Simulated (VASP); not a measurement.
WC, 2 atoms in the cell. It takes space group P-6m2 (No. 187, hexagonal). The conventional cell has a = 3.095 Å, b = 3.095 Å, c = 2.793 Å, α = 90.00°, β = 90.00°, γ = 120.00°. Within 3.0 Å of W (site symmetry -6m2) lie 6 C at 2.27 Å and 2 W at 2.79 Å. C (site symmetry -6m2) has 6 W at 2.27 Å and 2 C at 2.79 Å within 3.0 Å. 

* Program: VASP 6.6.1
* Task: single point
* Functional: PBE
* Potentials or basis: VASP PAW PBE potentials, release 64 (W_sv, C)
* Cutoff: 520 eV
* k mesh: 12 × 12 × 13
* Occupations: gaussian, width 0.1 eV
* Spin: no spin polarisation
* Dipole correction: no
* Further INCAR settings: ALGO = Normal; EDIFF = 1e-06; NBANDS = 16

Potentials or basis: VASP PAW PBE potentials, release 64 (W_sv, C).

Run with:

```sh
$ cat potpaw_PBE.64/W_sv/POTCAR potpaw_PBE.64/C/POTCAR > POTCAR
$ mpirun -np 1 vasp_std > vasp.out
```

Hardware: 1 thread of Intel Xeon 6975P-C (shared host).

Task: Estimate the wall time of this run.

Result: Run time: 18 s on 1 thread of Intel Xeon 6975P-C (shared host), peak memory 0.18 GiB. Counts: scf iterations 13, k points 133.
